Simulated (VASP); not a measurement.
# Hf (I4/mmm) in VASP: a series of runs

Runs on Hf. Level: LDA. Tasks: single point.

Program: VASP 6.6.1. These are calculated values, not measurements. Logs are shortened: lines on timing, memory, paths and dates and some standing lists are left out, and cuts for length are marked.

### 1 The cell of the first run

The structure is tetragonal, space group I4/mmm (No. 139). Conventional cell: a = 3.140 Å, b = 3.140 Å, c = 4.484 Å, α = 90.00°, β = 90.00°, γ = 90.00°. Hf (site symmetry 4/mmm) has 12 Hf at 3.14 to 3.16 Å within 4.1 Å.

### 2 Single point, LDA (zz strain of +1 %)

File INCAR:

```
SYSTEM = Hf
PREC = Accurate ; ENCUT = 520
EDIFF = 1E-7 ; ISMEAR = -1
SIGMA = 0.03 ; LREAL = .False.
LASPH = .True. ; NELM = 60
ALGO = Normal ; ISIF = 2
LWAVE = .False. ; LCHARG = .True.
LELF = .True. ; LVHAR = .True.
NBANDS = 11
```

File KPOINTS:

```
regular mesh
0
Gamma
  13 13 13
  0 0 0
```

File POSCAR:

```
Hf
1.0
    0.0000000000      2.2200000000      2.2422000000
    2.2200000000      0.0000000000      2.2422000000
    2.2200000000      2.2200000000      0.0000000000
Hf
1
Direct
    0.0000000000      0.0000000000      0.0000000000
```

Potentials or basis: VASP PAW LDA potentials, release 64 (Hf_pv).

The run is started by

```
$ cat potpaw_LDA.64/Hf_pv/POTCAR > POTCAR
$ mpirun -np 1 vasp_std > vasp.out
```

OUTCAR:

```text
SYSTEM = Hf
   PREC = Accurate
   ENCUT = 520
   EDIFF = 1E-7
   ISMEAR = -1
   LREAL = .False.
   LASPH = .True.
   NELM = 60
   ISIF = 2

 ion  position               nearest neighbor table
   1  0.000  0.000  0.000-

  LATTYP: Found a body centered tetragonal cell.
 ALAT       =     3.1395541085
 C/A-ratio  =     1.4283556980

  Lattice vectors:

 A1 = (  -2.2200000000,   0.0000000000,   2.2422000000)
 A2 = (   2.2200000000,   0.0000000000,   2.2422000000)
 A3 = (   0.0000000000,   2.2200000000,  -2.2422000000)

Analysis of symmetry for initial positions (statically):
=====================================================================
 Subroutine PRICEL returns:
 Original cell was already a primitive cell.

 Routine SETGRP: Setting up the symmetry group for a
 body centered tetragonal supercell.

 Subroutine GETGRP returns: Found 16 space group operations
 (whereof 16 operations were pure point group operations)
 out of a pool of 16 trial point group operations.

The static configuration has the point symmetry D_4h.

Analysis of symmetry for dynamics (positions and initial velocities):
=====================================================================
 Subroutine PRICEL returns:
 Original cell was already a primitive cell.

 Routine SETGRP: Setting up the symmetry group for a
 body centered tetragonal supercell.

 Subroutine GETGRP returns: Found 16 space group operations
 (whereof 16 operations were pure point group operations)
 out of a pool of 16 trial point group operations.

The dynamic configuration has the point symmetry D_4h.

 Subroutine INISYM returns: Found 16 space group operations
 (whereof 16 operations are pure point group operations),
 and found     1 'primitive' translations

----------------------------------------------------------------------------------------

                                     Primitive cell

  volume of cell :      22.1009

  direct lattice vectors                    reciprocal lattice vectors
     0.000000000  2.220000000  2.242200000    -0.225225225  0.225225225  0.222995273
     2.220000000  0.000000000  2.242200000     0.225225225 -0.225225225  0.222995273
     2.220000000  2.220000000  0.000000000     0.225225225  0.225225225 -0.222995273

  length of vectors
     3.155290928  3.155290928  3.139554108     0.388818333  0.388818333  0.388818333

  position of ions in fractional coordinates (direct lattice)
     0.000000000  0.000000000  0.000000000

  ion indices of the primitive-cell ions
   primitive index   ion index
                 1           1

----------------------------------------------------------------------------------------

 KPOINTS: regular mesh

Automatic generation of k-mesh.
 Grid dimensions read from file:
 generate k-points for:   13   13   13

 Generating k-lattice:

  Cartesian coordinates                     Fractional coordinates (reciprocal lattice)
    -0.017325017  0.017325017  0.017153483     0.076923077  0.000000000  0.000000000
     0.017325017 -0.017325017  0.017153483     0.000000000  0.076923077  0.000000000
     0.017325017  0.017325017 -0.017153483    -0.000000000 -0.000000000  0.076923077

  Length of vectors
     0.029909103  0.029909103  0.029909103

  Shift w.r.t. Gamma in fractional coordinates (k-lattice)
     0.000000000  0.000000000  0.000000000

 Subroutine IBZKPT returns following result:
 ===========================================

 Found    196 irreducible k-points:

 Following reciprocal coordinates:
            Coordinates               Weight
  0.000000  0.000000  0.000000      1.000000
  0.076923 -0.000000  0.000000      8.000000
  0.153846  0.000000  0.000000      8.000000
  0.230769  0.000000  0.000000      8.000000
  0.307692  0.000000  0.000000      8.000000
  0.384615  0.000000  0.000000      8.000000
[... 16 lines left out ...]
  0.384615  0.153846  0.000000      8.000000
  0.461538  0.153846  0.000000      8.000000
 [... further k-points ...]
   k-points           NKPTS =    196   k-points in BZ     NKDIM =    196   number of bands    NBANDS=     11
   number of dos      NEDOS =    301   number of ions     NIONS =      1
   total plane-waves  NPLWV =  13824
   dimension x,y,z NGX =    24 NGY =   24 NGZ =   24
   dimension x,y,z NGXF=    48 NGYF=   48 NGZF=   48
   ions per type =               1
   NGX,Y,Z   is equivalent  to a cutoff of  12.65, 12.65, 12.71 a.u.
   NGXF,Y,Z  is equivalent  to a cutoff of  25.29, 25.29, 25.42 a.u.
 SYSTEM =  Hf
   PREC   = accura    normal or accurate (medium, high low for compatibility)
   ISTART =      0    job   : 0-new  1-cont  2-samecut
   ICHARG =      2    charge: 1-file 2-atom 10-const
   ISPIN  =      1    spin polarized calculation?
   LNONCOLLINEAR =      F non collinear calculations
   LSORBIT =      F    spin-orbit coupling
   LASPH  =      T    aspherical Exc in radial PAW
   ENCUT  =  520.0 eV  38.22 Ry    6.18 a.u.   5.87  5.87  5.84*2*pi/ulx,y,z
   NELM   =     60;   NELMIN=  2; NELMDL= -5     # of ELM steps
   EDIFF  = 0.1E-06   stopping-criterion for ELM
   LREAL  =      F    real-space projection
   EDIFFG = 0.1E-05   stopping-criterion for IOM
   NSW    =      0    number of steps for IOM
   IBRION =     -1    ionic relax: 0-MD 1-quasi-New 2-CG
   NFREE  =      0    steps in history (QN), initial steepest desc. (CG)
   ISIF   =      2    stress and relaxation
   ISYM   =      2    0-nonsym 1-usesym 2-fastsym
   POTIM  = 0.5000    time-step for ionic-motion
   TEBEG  =    0.0;   TEEND  =   0.0 temperature during run
   PSTRESS=    0.0 pullay stress
   NELECT =      10.0000    total number of electrons
   NUPDOWN=      -1.0000    fix difference up-down
   EMIN   =  10.00;   EMAX   =-10.00  energy-range for DOS
   EFERMI =   0.00;   METHOD = LEGACY
   ISMEAR =    -1;   SIGMA  =   0.03  broadening in eV -4-tet -1-fermi 0-gaus
   EFERMI_NEDOS =   21; number of points for ismear=-14 and -15
   IALGO  =     38    algorithm
   IMIX   =      4    mixing-type and parameters
     AMIX     =   0.40;   BMIX     =  1.00
     AMIX_MAG =   1.60;   BMIX_MAG =  1.00
  volume/ion in A,a.u.               =      22.10       149.14
  Fermi-wavevector in a.u.,A,eV,Ry     =   1.256815  2.375036 21.491549  1.579584
  Thomas-Fermi vector in A             =   2.390505
   LORBIT       =      0    0 simple, 1 ext, 2 COOP (PROOUT), +10 PAW based schemes
   GGA     = CA    functional components
   LHFCALC =     F    Hartree Fock is set to
   AEXX    =    0.0000 exact exchange contribution
   IVDW    =     0    specifies the selected vdW correction
   LEPSILON=     F    determine dielectric tensor
   LRPA    =     F    only Hartree local field effects (RPA)
 non-spin polarized calculation
  energy-cutoff  :      520.00
  volume of cell :       22.10
 maximum number of plane-waves:       609
   NGX = 11   NGY = 11   NGZ = 11

 number of electron      10.0000000 magnetization

 number of electron       9.9999999 magnetization

 Free energy of the ion-electron system (eV)
  ---------------------------------------------------
  ext. energy  EPLUGINS =         0.00000000
  ---------------------------------------------------
  free energy    TOTEN  =       -10.60374028 eV

  energy without entropy =      -10.59896547  energy(sigma->0) =      -10.60135287

 E-fermi :   4.6913     XC(G=0): -11.5282

 val. band max:        4.6873850649   @ k =  -0.3846   0.3077   0.2308
 cond. band min:       4.6997709062   @ k =   0.3077   0.0000   0.0000
 fundamental gap:      0.0123858413
 Fermi energy:         4.6913217933

 k-point     1 :       0.0000    0.0000    0.0000
  band No.  band energies     occupation
      1     -25.1214      2.00000
      2     -25.1214      2.00000
      3     -25.1212      2.00000
      4      -2.4870      2.00000
      5       5.9529      0.00000
      6       6.0705      0.00000
      7       6.0705      0.00000
      8       8.7358      0.00000
      9       8.9059      0.00000
     10      16.1663      0.00000
     11      16.8472      0.00000

 k-point     2 :       0.0769   -0.0000    0.0000
  band No.  band energies     occupation
      1     -25.1743      2.00000
      2     -25.1283      2.00000
      3     -25.1278      2.00000
      4      -2.2764      2.00000
      5       5.8174      0.00000
      6       6.1002      0.00000
      7       6.1709      0.00000
      8       8.6346      0.00000
      9       8.7943      0.00000
     10      16.6265      0.00000
     11      16.8468      0.00000

 k-point     3 :       0.1538    0.0000    0.0000
  band No.  band energies     occupation
      1     -25.3185      2.00000
      2     -25.1477      2.00000
      3     -25.1452      2.00000
      4      -1.6805      2.00000
      5       5.3511      0.00000
      6       6.3024      0.00000
      7       6.3914      0.00000
      8       8.4853      0.00000
      9       8.6103      0.00000
     10      16.8444      0.00000
     11      17.4395      0.00000

 k-point     4 :       0.2308    0.0000    0.0000
  band No.  band energies     occupation
      1     -25.5162      2.00000
      2     -25.1750      2.00000
      3     -25.1698      2.00000
      4      -0.8162      2.00000
      5       4.8876      0.00287
      6       6.3584      0.00000
      7       6.4736      0.00000
      8       8.6741      0.00000
      9       8.7396      0.00000
     10      16.4714      0.00000
     11      16.8563      0.00000

 k-point     5 :       0.3077    0.0000    0.0000
  band No.  band energies     occupation
      1     -25.7194      2.00000
      2     -25.2037      2.00000
      3     -25.1956      2.00000
      4       0.0909      2.00000
      5       4.6998      0.86010
      6       6.1587      0.00000
      7       6.2878      0.00000
      8       9.3613      0.00000
      9       9.3719      0.00000
     10      15.4626      0.00000
     11      16.8489      0.00000
[... 211 lines left out ...]
 k-point    21 :       0.2308    0.1538    0.0000
  band No.  band energies     occupation
      1     -25.4379      2.00000
      2     -25.2193      2.00000
      3     -25.2149      2.00000
      4      -0.7706      2.00000
      5       4.5042      1.99610
      6       6.4774      0.00000
      7       7.0342      0.00000
      8       7.4737      0.00000
      9       9.4943      0.00000
     10      16.8447      0.00000
     11      18.6925      0.00000

 k-point    22 :       0.3077    0.1538    0.0000
  band No.  band energies     occupation
      1     -25.6035      2.00000
      2     -25.2498      2.00000
      3     -25.2484      2.00000
      4       0.0985      2.00000
      5       4.2021      2.00000
      6       5.8318      0.00000
      7       7.1006      0.00000
      8       8.3425      0.00000
      9       9.9419      0.00000
     10      16.8350      0.00000
     11      17.4549      0.00000

 k-point    23 :       0.3846    0.1538    0.0000
  band No.  band energies     occupation
      1     -25.7605      2.00000
      2     -25.2938      2.00000
      3     -25.2685      2.00000
      4       0.9620      2.00000
      5       4.1403      2.00000
      6       5.3648      0.00000
      7       6.9171      0.00000
      8       9.4824      0.00000
      9      10.6055      0.00000
     10      15.9375      0.00000
     11      16.8610      0.00000

 k-point    24 :       0.4615    0.1538    0.0000
  band No.  band energies     occupation
      1     -25.8740      2.00000
      2     -25.3373      2.00000
      3     -25.2750      2.00000
      4       1.5363      2.00000
      5       4.2801      2.00000
      6       5.2804      0.00000
      7       6.6742      0.00000
      8      10.7366      0.00000
      9      11.0534      0.00000
     10      14.3131      0.00000
     11      16.8550      0.00000

 [... further k-points ...]
[... 5 lines left out ...]
  --------------------------------------------------------------------------------------
  -------------------------------------------------------------------------------------
  Total       -0.8765308     -0.8765308     -0.9235153      0.0000000      0.0000000      0.0000000
  in kB      -63.5429658    -63.5429658    -66.9490415      0.0000000      0.0000000      0.0000000
  external PRESSURE =     -64.6783244 kB  Pullay stress =       0.0000000 kB

 VOLUME and BASIS-vectors are now :
 -----------------------------------------------------------------------------
  energy-cutoff  :      520.00
  volume of cell :       22.10
      direct lattice vectors                 reciprocal lattice vectors
     0.000000000  2.220000000  2.242200000    -0.225225225  0.225225225  0.222995273
     2.220000000  0.000000000  2.242200000     0.225225225 -0.225225225  0.222995273
     2.220000000  2.220000000  0.000000000     0.225225225  0.225225225 -0.222995273

 POSITION                                       TOTAL-FORCE (eV/Angst)
 -----------------------------------------------------------------------------------
      0.00000      0.00000      0.00000         0.000000     -0.000000     -0.000000
 -----------------------------------------------------------------------------------
    total drift:                               -0.000000      0.000000     -0.000000

  FREE ENERGIE OF THE ION-ELECTRON SYSTEM (eV)
  ---------------------------------------------------
  free  energy   TOTEN  =       -10.6037402824 eV

  energy  without entropy=      -10.5989654656  energy(sigma->0) =      -10.60135287
```

Run time: 11 s. Hardware: 1 thread of Intel Xeon 6975P-C (Granite Rapids), shared host; peak memory 0.16 GiB.

What came out:

```
Free energy            : -10.6037 eV
Pressure               : -6.5 GPa
Band gap on the k mesh : zero (band 5 reaches 5.95 eV, above the bottom of band 6 at 4.11 eV)
```

Caveat: the cell differs from its parent crystal (zz strain of +1 %); spin-orbit coupling is left out, which moves the levels of the heavy elements.

### 3 Single point, LDA (zz strain of +3 %)

File INCAR:

```
ALGO = Normal
EDIFF = 1E-7
ENCUT = 520
ISIF = 2
ISMEAR = -1
LASPH = T
LCHARG = T
LELF = T
LREAL = F
LVHAR = T
LWAVE = F
NBANDS = 11
NELM = 60
PREC = Accurate
SIGMA = 0.03
```

File KPOINTS:

```
k-points
0
Gamma
  13 13 13
```

File POSCAR:

```
Hf
1.0
    0.0000000000      2.2200000000      2.2866000000
    2.2200000000      0.0000000000      2.2866000000
    2.2200000000      2.2200000000      0.0000000000
Hf
1
Direct
    0.0000000000      0.0000000000      0.0000000000
```

Potentials or basis: VASP PAW LDA potentials, release 64 (Hf_pv).

The run is started by

```
$ cat potpaw_LDA.64/Hf_pv/POTCAR > POTCAR
$ mpirun -np 1 vasp_std > vasp.out
```

Run time: 12 s. Hardware: 1 thread of Intel Xeon 6975P-C (Granite Rapids), shared host; peak memory 0.16 GiB.

Results (log left out):

| Property | Result |
| --- | --- |
| Free energy | -10.5818 eV |
| Pressure | -8.3 GPa |
| Band gap on the k mesh | zero (band 5 reaches 5.68 eV, above the bottom of band 6 at 3.91 eV) |

Stress tensor (GPa, compression positive):
```
-7.77  0.00  0.00
 0.00 -7.77  0.00
 0.00  0.00 -9.43
```

Levels at points of the mesh, in eV from the Fermi level:
```csv
k point,band 2,band 3,band 4,band 5,band 6,band 7,band 8,band 9
"(0.00, 0.00, 0.00)",-29.89,-29.89,-7.12,1.10,1.44,1.44,3.78,4.29
```

Caveat: the cell differs from its parent crystal (zz strain of +3 %); spin-orbit coupling is left out, which moves the levels of the heavy elements.

### 4 Single point, LDA (zz strain of +2 %)

File INCAR:

```
SYSTEM = Hf
PREC     = Accurate       ! precision mode
ENCUT    = 520            ! plane-wave cutoff, eV
EDIFF    = 1E-6           ! SCF threshold, eV
ISMEAR   = -1             ! smearing method
SIGMA    = 0.03           ! smearing width, eV
LREAL    = .False.        ! projectors in reciprocal space
LASPH    = .True.         ! aspherical terms in the spheres
NELM     = 80             ! most SCF steps
ALGO     = Normal         ! electronic algorithm
ISIF     = 2              ! what is computed and relaxed
LWAVE    = .False.        ! write WAVECAR
LCHARG   = .False.        ! write CHGCAR
GGA      = CA             ! functional
NBANDS   = 11             ! bands
```

File KPOINTS:

```
regular mesh
0
Gamma
  13 13 13
  0 0 0
```

File POSCAR:

```
Hf
1.0
    0.0000000000      2.2200000000      2.2644000000
    2.2200000000      0.0000000000      2.2644000000
    2.2200000000      2.2200000000      0.0000000000
Hf
1
Direct
    0.0000000000      0.0000000000      0.0000000000
```

The run is started by

```
$ cat potpaw_LDA.64/Hf_pv/POTCAR > POTCAR
$ mpirun -np 1 vasp_std > vasp.out
```

Run time: 9.9 s. Hardware: 1 thread of Intel Xeon 6975P-C (Granite Rapids), shared host; peak memory 0.16 GiB.

It converged, with:

```yaml
Free_energy: -10.5937 eV
Pressure: -7.4 GPa
Band_gap_on_the_k_mesh: zero (band 5 reaches 5.80 eV, above the bottom of band 6 at 4.01 eV)
```

Stress tensor (GPa, compression positive):
```
-7.08  0.00  0.00
 0.00 -7.08  0.00
 0.00  0.00 -8.06
```

Levels at points of the mesh, in eV from the Fermi level:
```csv
k point,band 3,band 4,band 5,band 6,band 7,band 8
"(0.00, 0.00, 0.00)",-29.85,-7.15,1.18,1.41,1.41,3.91
```

Caveat: the cell differs from its parent crystal (zz strain of +2 %); spin-orbit coupling is left out, which moves the levels of the heavy elements.

### 5 Single point, LDA (equal xx and yy strain of +1 %)

File INCAR:

```
SYSTEM = Hf
ALGO = Normal ; EDIFF = 1E-7
ENCUT = 520 ; GGA = CA
ISIF = 2 ; ISMEAR = -1
LASPH = .TRUE. ; LCHARG = .FALSE.
LREAL = .FALSE. ; LWAVE = .FALSE.
NBANDS = 11 ; NELM = 100
PREC = Accurate ; SIGMA = 0.03
```

File KPOINTS:

```
k-points
0
G
  13 13 13
  0 0 0
```

File POSCAR:

```
Hf
1.0
    0.0000000000      2.2422000000      2.2200000000
    2.2422000000      0.0000000000      2.2200000000
    2.2422000000      2.2422000000      0.0000000000
Hf
1
Direct
    0.0000000000      0.0000000000      0.0000000000
```

The run is started by

```
$ cat potpaw_LDA.64/Hf_pv/POTCAR > POTCAR
$ mpirun -np 1 vasp_std > vasp.out
```

Wall time 10 s (1 thread of Intel Xeon 6975P-C (Granite Rapids), shared host); peak memory 0.16 GiB.

Results (log left out):

```yaml
Free_energy: -10.5943 eV
Pressure: -7.4 GPa
Band_gap_on_the_k_mesh: zero (band 5 reaches 5.92 eV, above the bottom of band 6 at 4.06 eV)
```

Stress tensor (GPa, compression positive):
```
-7.46  0.00  0.00
 0.00 -7.46  0.00
 0.00  0.00 -7.28
```

Levels at points of the mesh, in eV from the Fermi level:
```
           k point  band 3  band 4  band 5  band 6  band 7  band 8
(0.00, 0.00, 0.00)  -29.85   -7.14    1.30    1.30    1.41    4.01
```

Caveat: the cell differs from its parent crystal (equal xx and yy strain of +1 %); spin-orbit coupling is left out, which moves the levels of the heavy elements.

(Continued in part 2 of 2.)
